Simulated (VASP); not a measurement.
# CsCl (Pm-3m) in VASP: notebook, part 2 of 2

VASP 6.6.1. The steps go on from the part before.

## 3. Single point, PBE

Input file INCAR:

```
SYSTEM = CsCl
ALGO = Normal
EDIFF = 1E-6
ENCUT = 500
GGA = PE
GGA_COMPAT = .False.
ISIF = 2
ISMEAR = 0
LASPH = .True.
LCHARG = .False.
LREAL = .False.
LWAVE = .False.
NBANDS = 15
NELM = 120
PREC = Accurate
SIGMA = 0.01
```

Input file KPOINTS:

```
k-points
0
Gamma
  4 4 4
  0 0 0
```

Input file POSCAR:

```
CsCl
1.0
    4.1406758997      0.0000000000      0.0000000000
    0.0000000000      4.1406758997      0.0000000000
    0.0000000000      0.0000000000      4.1406758997
Cs Cl
1 1
Direct
    0.0000000000      0.0000000000      0.0000000000
    0.5000000000      0.5000000000      0.5000000000
```

Potentials or basis: VASP PAW PBE potentials, release 64 (Cs_sv, Cl).

The run is started by

```bash
> cat potpaw_PBE.64/Cs_sv/POTCAR potpaw_PBE.64/Cl/POTCAR > POTCAR
> mpirun -np 1 vasp_std > vasp.out
```

OUTCAR:

```text
SYSTEM = CsCl
   EDIFF = 1E-6
   ENCUT = 500
   GGA = PE
   ISIF = 2
   ISMEAR = 0
   LASPH = .True.
   LREAL = .False.
   NELM = 120
   PREC = Accurate

 ion  position               nearest neighbor table
   1  0.000  0.000  0.000-
   2  0.500  0.500  0.500-

  LATTYP: Found a simple cubic cell.
 ALAT       =     4.1406758997

  Lattice vectors:

 A1 = (   4.1406758997,   0.0000000000,   0.0000000000)
 A2 = (   0.0000000000,   4.1406758997,   0.0000000000)
 A3 = (   0.0000000000,   0.0000000000,   4.1406758997)

Analysis of symmetry for initial positions (statically):
=====================================================================
 Subroutine PRICEL returns:
 Original cell was already a primitive cell.

 Routine SETGRP: Setting up the symmetry group for a
 simple cubic supercell.

 Subroutine GETGRP returns: Found 48 space group operations
 (whereof 48 operations were pure point group operations)
 out of a pool of 48 trial point group operations.

The static configuration has the point symmetry O_h .

Analysis of symmetry for dynamics (positions and initial velocities):
=====================================================================
 Subroutine PRICEL returns:
 Original cell was already a primitive cell.

 Routine SETGRP: Setting up the symmetry group for a
 simple cubic supercell.

 Subroutine GETGRP returns: Found 48 space group operations
 (whereof 48 operations were pure point group operations)
 out of a pool of 48 trial point group operations.

The dynamic configuration has the point symmetry O_h .

 Subroutine INISYM returns: Found 48 space group operations
 (whereof 48 operations are pure point group operations),
 and found     1 'primitive' translations

----------------------------------------------------------------------------------------

                                     Primitive cell

  volume of cell :      70.9927

  direct lattice vectors                    reciprocal lattice vectors
     4.140675900  0.000000000  0.000000000     0.241506465  0.000000000  0.000000000
     0.000000000  4.140675900  0.000000000     0.000000000  0.241506465  0.000000000
     0.000000000  0.000000000  4.140675900     0.000000000  0.000000000  0.241506465

  length of vectors
     4.140675900  4.140675900  4.140675900     0.241506465  0.241506465  0.241506465

  position of ions in fractional coordinates (direct lattice)
     0.000000000  0.000000000  0.000000000
     0.500000000  0.500000000  0.500000000

  ion indices of the primitive-cell ions
   primitive index   ion index
                 1           1
                 2           2

----------------------------------------------------------------------------------------

 KPOINTS: k-points

Automatic generation of k-mesh.
 Grid dimensions read from file:
 generate k-points for:    4    4    4

 Generating k-lattice:

  Cartesian coordinates                     Fractional coordinates (reciprocal lattice)
[... 22 lines left out ...]
  0.500000  0.500000  0.000000      3.000000
  0.250000  0.250000  0.250000      8.000000
  0.500000  0.250000  0.250000     12.000000
  0.500000  0.500000  0.250000      6.000000
  0.500000  0.500000  0.500000      1.000000
   k-points           NKPTS =     10   k-points in BZ     NKDIM =     10   number of bands    NBANDS=     15
   number of dos      NEDOS =    301   number of ions     NIONS =      2
   total plane-waves  NPLWV =  27000
   dimension x,y,z NGX =    30 NGY =   30 NGZ =   30
   dimension x,y,z NGXF=    60 NGYF=   60 NGZF=   60
   ions per type =               1   1
   NGX,Y,Z   is equivalent  to a cutoff of  12.04, 12.04, 12.04 a.u.
   NGXF,Y,Z  is equivalent  to a cutoff of  24.09, 24.09, 24.09 a.u.
 SYSTEM =  CsCl
   PREC   = accura    normal or accurate (medium, high low for compatibility)
   ISTART =      0    job   : 0-new  1-cont  2-samecut
   ICHARG =      2    charge: 1-file 2-atom 10-const
   ISPIN  =      1    spin polarized calculation?
   LNONCOLLINEAR =      F non collinear calculations
   LSORBIT =      F    spin-orbit coupling
   LASPH  =      T    aspherical Exc in radial PAW
   ENCUT  =  500.0 eV  36.75 Ry    6.06 a.u.   7.55  7.55  7.55*2*pi/ulx,y,z
   NELM   =    120;   NELMIN=  2; NELMDL= -5     # of ELM steps
   EDIFF  = 0.1E-05   stopping-criterion for ELM
   LREAL  =      F    real-space projection
   EDIFFG = 0.1E-04   stopping-criterion for IOM
   NSW    =      0    number of steps for IOM
   IBRION =     -1    ionic relax: 0-MD 1-quasi-New 2-CG
   NFREE  =      0    steps in history (QN), initial steepest desc. (CG)
   ISIF   =      2    stress and relaxation
   ISYM   =      2    0-nonsym 1-usesym 2-fastsym
   POTIM  = 0.5000    time-step for ionic-motion
   TEBEG  =    0.0;   TEEND  =   0.0 temperature during run
   PSTRESS=    0.0 pullay stress
   NELECT =      16.0000    total number of electrons
   NUPDOWN=      -1.0000    fix difference up-down
   EMIN   =  10.00;   EMAX   =-10.00  energy-range for DOS
   EFERMI =   0.00;   METHOD = LEGACY
   ISMEAR =     0;   SIGMA  =   0.01  broadening in eV -4-tet -1-fermi 0-gaus
   EFERMI_NEDOS =   21; number of points for ismear=-14 and -15
   IALGO  =     38    algorithm
   IMIX   =      4    mixing-type and parameters
     AMIX     =   0.40;   BMIX     =  1.00
     AMIX_MAG =   1.60;   BMIX_MAG =  1.00
  volume/ion in A,a.u.               =      35.50       239.54
  Fermi-wavevector in a.u.,A,eV,Ry     =   0.996270  1.882677 13.504508  0.992553
  Thomas-Fermi vector in A             =   2.128347
   LORBIT       =      0    0 simple, 1 ext, 2 COOP (PROOUT), +10 PAW based schemes
   GGA     = PE    functional components
   LHFCALC =     F    Hartree Fock is set to
   AEXX    =    0.0000 exact exchange contribution
   IVDW    =     0    specifies the selected vdW correction
   LEPSILON=     F    determine dielectric tensor
   LRPA    =     F    only Hartree local field effects (RPA)
 non-spin polarized calculation
 Gauss-broadening in eV      SIGMA  =   0.01
  energy-cutoff  :      500.00
  volume of cell :       70.99
 maximum number of plane-waves:      1856
   NGX = 15   NGY = 15   NGZ = 15

 number of electron      15.9999997 magnetization

 Free energy of the ion-electron system (eV)
  ---------------------------------------------------
  ext. energy  EPLUGINS =         0.00000000
  ---------------------------------------------------
  free energy    TOTEN  =        -6.53182135 eV

  energy without entropy =       -6.53182135  energy(sigma->0) =       -6.53182135

 E-fermi :  -0.2756     XC(G=0):  -8.1982

 val. band max:       -0.3826428516   @ k =   0.0000   0.0000   0.0000
 cond. band min:       4.8192348097   @ k =   0.0000   0.0000   0.0000
 fundamental gap:      5.2018776613
 Fermi energy:        -0.2755747532

 k-point     1 :       0.0000    0.0000    0.0000
  band No.  band energies     occupation
      1     -19.7827      2.00000
      2     -12.5430      2.00000
      3      -6.2784      2.00000
      4      -6.2784      2.00000
      5      -6.2784      2.00000
      6      -0.3826      2.00000
      7      -0.3826      2.00000
      8      -0.3826      2.00000
      9       4.8192      0.00000
     10       5.0225      0.00000
     11       5.0225      0.00000
     12       9.5979      0.00000
     13       9.5979      0.00000
     14       9.5979      0.00000
[... 149 lines left out ...]
      2     -12.3807      2.00000
      3      -6.7948      2.00000
      4      -6.7948      2.00000
      5      -6.7948      2.00000
      6      -1.4471      2.00000
      7      -1.4471      2.00000
      8      -1.4471      2.00000
      9       8.0554      0.00000
     10       8.0554      0.00000
     11       8.0554      0.00000
     12      10.0710      0.00000
     13      10.0710      0.00000
     14      10.0710      0.00000
     15      11.9667      0.00000

------------------------ aborting loop because EDIFF is reached ----------------------------------------

  FORCE on cell =-STRESS in cart. coord.  units (eV):
  Direction    XX          YY          ZZ          XY          YZ          ZX
  --------------------------------------------------------------------------------------
  -------------------------------------------------------------------------------------
  Total        0.3464631      0.3464631      0.3464631     -0.0000000      0.0000000     -0.0000000
  in kB        7.8190477      7.8190477      7.8190477     -0.0000000      0.0000000     -0.0000000
  external PRESSURE =       7.8190477 kB  Pullay stress =       0.0000000 kB

 VOLUME and BASIS-vectors are now :
 -----------------------------------------------------------------------------
  energy-cutoff  :      500.00
  volume of cell :       70.99
      direct lattice vectors                 reciprocal lattice vectors
     4.140675900  0.000000000  0.000000000     0.241506465  0.000000000  0.000000000
     0.000000000  4.140675900  0.000000000     0.000000000  0.241506465  0.000000000
     0.000000000  0.000000000  4.140675900     0.000000000  0.000000000  0.241506465

 POSITION                                       TOTAL-FORCE (eV/Angst)
 -----------------------------------------------------------------------------------
      0.00000      0.00000      0.00000         0.000000      0.000000      0.000000
      2.07034      2.07034      2.07034         0.000000      0.000000      0.000000
 -----------------------------------------------------------------------------------
    total drift:                                0.000000      0.000000     -0.000000

  FREE ENERGIE OF THE ION-ELECTRON SYSTEM (eV)
  ---------------------------------------------------
  free  energy   TOTEN  =        -6.5318213488 eV

  energy  without entropy=       -6.5318213488  energy(sigma->0) =       -6.53182135
```

stdout:

```text
POSCAR found type information on POSCAR CsCl
 POSCAR found :  2 types and       2 ions
 scaLAPACK will be used
 LDA part: xc-table for (Slater+PW92), standard interpolation
 POSCAR, INCAR and KPOINTS ok, starting setup
 FFT: planning ... GRIDC
 FFT: planning ... GRID_SOFT
 FFT: planning ... GRID
 WAVECAR not read
 entering main loop
```

Wall time 7.4 s (1 thread of Intel Xeon Platinum 8488C (Sapphire Rapids), shared host); peak memory 0.16 GiB.

What came out:

* Free energy: -6.5318 eV
* Pressure: 0.8 GPa
* Band gap on the k mesh: 5.20 eV

Caveat: spin-orbit coupling is left out, which moves the levels of the heavy elements.

## 4. Single point, PBE

Input file INCAR:

```
  PREC = Accurate
  ENCUT = 500
  EDIFF = 1E-6
  ISMEAR = 1
  SIGMA = 0.2
  LREAL = F
  LASPH = T
  NELM = 120
  ALGO = Normal
  ISIF = 2
  LWAVE = F
  LCHARG = F
  GGA = PE
  NBANDS = 15
  GGA_COMPAT = F
```

Input file KPOINTS:

```
Automatic mesh
0
Gamma
  4 4 4
```

POSCAR is that of step 3.

Potentials or basis: VASP PAW PBE potentials, release 64 (Cs_sv, Cl).

The run is started by

```bash
> cat potpaw_PBE.64/Cs_sv/POTCAR potpaw_PBE.64/Cl/POTCAR > POTCAR
> mpirun -np 1 vasp_std > vasp.out
```

OUTCAR:

```text
PREC = Accurate
   ENCUT = 500
   EDIFF = 1E-6
   ISMEAR = 1
   LREAL = F
   LASPH = T
   NELM = 120
   ISIF = 2
   GGA = PE

 ion  position               nearest neighbor table
   1  0.000  0.000  0.000-
   2  0.500  0.500  0.500-

  LATTYP: Found a simple cubic cell.
 ALAT       =     4.1406758997

  Lattice vectors:

 A1 = (   4.1406758997,   0.0000000000,   0.0000000000)
 A2 = (   0.0000000000,   4.1406758997,   0.0000000000)
 A3 = (   0.0000000000,   0.0000000000,   4.1406758997)

Analysis of symmetry for initial positions (statically):
=====================================================================
 Subroutine PRICEL returns:
 Original cell was already a primitive cell.

 Routine SETGRP: Setting up the symmetry group for a
 simple cubic supercell.

 Subroutine GETGRP returns: Found 48 space group operations
 (whereof 48 operations were pure point group operations)
 out of a pool of 48 trial point group operations.

The static configuration has the point symmetry O_h .

Analysis of symmetry for dynamics (positions and initial velocities):
[... 156 lines left out ...]
      4      -6.2773      2.00000
      5      -6.2773      2.00000
      6      -0.3860      1.43494
      7      -0.3860      1.43494
      8      -0.3860      1.43494
      9       4.8185      0.00000
     10       5.0226      0.00000
     11       5.0226      0.00000
     12       9.5983      0.00000
     13       9.5983      0.00000
     14       9.5983      0.00000
[... 149 lines left out ...]
      2     -12.3848      2.00000
      3      -6.7936      2.00000
      4      -6.7936      2.00000
      5      -6.7936      2.00000
      6      -1.4501      2.00000
      7      -1.4501      2.00000
      8      -1.4501      2.00000
      9       8.0546      0.00000
     10       8.0546      0.00000
     11       8.0546      0.00000
     12      10.0706      0.00000
     13      10.0706      0.00000
     14      10.0706      0.00000
     15      11.9678      0.00000

------------------------ aborting loop because EDIFF is reached ----------------------------------------

  FORCE on cell =-STRESS in cart. coord.  units (eV):
  Direction    XX          YY          ZZ          XY          YZ          ZX
  --------------------------------------------------------------------------------------
  -------------------------------------------------------------------------------------
  Total        0.3327254      0.3327254      0.3327254      0.0000000      0.0000000     -0.0000000
  in kB        7.5090133      7.5090133      7.5090133      0.0000000      0.0000000     -0.0000000
  external PRESSURE =       7.5090133 kB  Pullay stress =       0.0000000 kB

 VOLUME and BASIS-vectors are now :
 -----------------------------------------------------------------------------
  energy-cutoff  :      500.00
  volume of cell :       70.99
      direct lattice vectors                 reciprocal lattice vectors
     4.140675900  0.000000000  0.000000000     0.241506465  0.000000000  0.000000000
     0.000000000  4.140675900  0.000000000     0.000000000  0.241506465  0.000000000
     0.000000000  0.000000000  4.140675900     0.000000000  0.000000000  0.241506465

 POSITION                                       TOTAL-FORCE (eV/Angst)
 -----------------------------------------------------------------------------------
      0.00000      0.00000      0.00000         0.000000      0.000000      0.000000
      2.07034      2.07034      2.07034         0.000000      0.000000      0.000000
 -----------------------------------------------------------------------------------
    total drift:                                0.000000      0.000000     -0.000000

  FREE ENERGIE OF THE ION-ELECTRON SYSTEM (eV)
  ---------------------------------------------------
  free  energy   TOTEN  =        -6.5237586058 eV

  energy  without entropy=       -6.5402868238  energy(sigma->0) =       -6.52926801
```

stdout:

```text
POSCAR found type information on POSCAR CsCl
 POSCAR found :  2 types and       2 ions
 scaLAPACK will be used
 LDA part: xc-table for (Slater+PW92), standard interpolation
 POSCAR, INCAR and KPOINTS ok, starting setup
 FFT: planning ... GRIDC
 FFT: planning ... GRID_SOFT
 FFT: planning ... GRID
 WAVECAR not read
 entering main loop
```

Run time: 7 s. Hardware: 1 thread of Intel Xeon Platinum 8488C (Sapphire Rapids), shared host; peak memory 0.16 GiB.

Results:

```yaml
Free_energy: -6.5238 eV
Pressure: 0.8 GPa
Band_gap_on_the_k_mesh: 5.20 eV
```

Levels at points of the mesh, in eV from the valence-band top:
```
           k point  band 4  band 5  band 6  band 7  band 8  band 9  band 10  band 11  band 12  band 13
(0.00, 0.00, 0.00)   -5.89   -5.89    0.00    0.00    0.00    5.20     5.41     5.41     9.98     9.98
(0.50, 0.00, 0.00)   -5.76   -5.76   -1.14   -0.23   -0.23    6.41     7.55     8.80     9.27     9.45
(0.50, 0.50, 0.00)   -6.64   -5.67   -0.42   -0.42   -0.05    5.94     6.02     7.97     7.97    11.84
(0.50, 0.50, 0.50)   -6.41   -6.41   -1.06   -1.06   -1.06    8.44     8.44     8.44    10.46    10.46
```

Caveat: spin-orbit coupling is left out, which moves the levels of the heavy elements.

## 5. Single point, PBE

Input file INCAR:

```
  PREC = Accurate
  ENCUT = 500
  EDIFF = 1E-6
  ISMEAR = 0
  SIGMA = 0.01
  LREAL = False
  LASPH = True
  NELM = 120
  ALGO = Normal
  ISIF = 2
  LWAVE = False
  LCHARG = False
  GGA = PE
  NBANDS = 15
  GGA_COMPAT = False
```

Input file KPOINTS:

```
regular mesh
0
Gamma
  4 4 4
```

POSCAR is that of step 4.

The run is started by

```bash
> cat potpaw_PBE.64/Cs_sv/POTCAR potpaw_PBE.64/Cl/POTCAR > POTCAR
> mpirun -np 1 vasp_std > vasp.out
```

It took 6.5 s on 1 thread of Intel Xeon Platinum 8488C (Sapphire Rapids), shared host; peak memory 0.16 GiB.

It converged, with:

| Item | Value |
| --- | --- |
| Free energy | -6.5318 eV |
| Pressure | 0.8 GPa |
| Band gap on the k mesh | 5.20 eV |

Levels at points of the mesh, in eV from the valence-band top:
```
           k point  band 5  band 6  band 7  band 8  band 9  band 10  band 11  band 12
(0.00, 0.00, 0.00)   -5.90    0.00    0.00    0.00    5.20     5.41     5.41     9.98
(0.50, 0.00, 0.00)   -5.76   -1.14   -0.23   -0.23    6.41     7.55     8.80     9.27
(0.50, 0.50, 0.00)   -5.68   -0.42   -0.42   -0.05    5.94     6.01     7.96     7.96
(0.50, 0.50, 0.50)   -6.41   -1.06   -1.06   -1.06    8.44     8.44     8.44    10.45
```

Caveat: spin-orbit coupling is left out, which moves the levels of the heavy elements.

## 6. Overview

```csv
k mesh,smearing,gap on the mesh (eV),pressure (GPa)
2 × 2 × 2,gaussian 0.01 eV,5.17,1.6
4 × 4 × 4,gaussian 0.01 eV,5.20,0.8
4 × 4 × 4,methfessel-paxton 0.2 eV,5.20,0.8
```

Alike in all rows: task single point; level PBE; potentials or basis VASP PAW PBE potentials, release 64 (Cs_sv, Cl); no spin polarisation; cell as given; cutoff (eV) 500.

Caveats: some runs use coarse meshes; spin-orbit coupling is left out, which moves the levels of the heavy elements.

Total energies depend on the potentials used, so only differences within one code and one set of settings carry meaning.
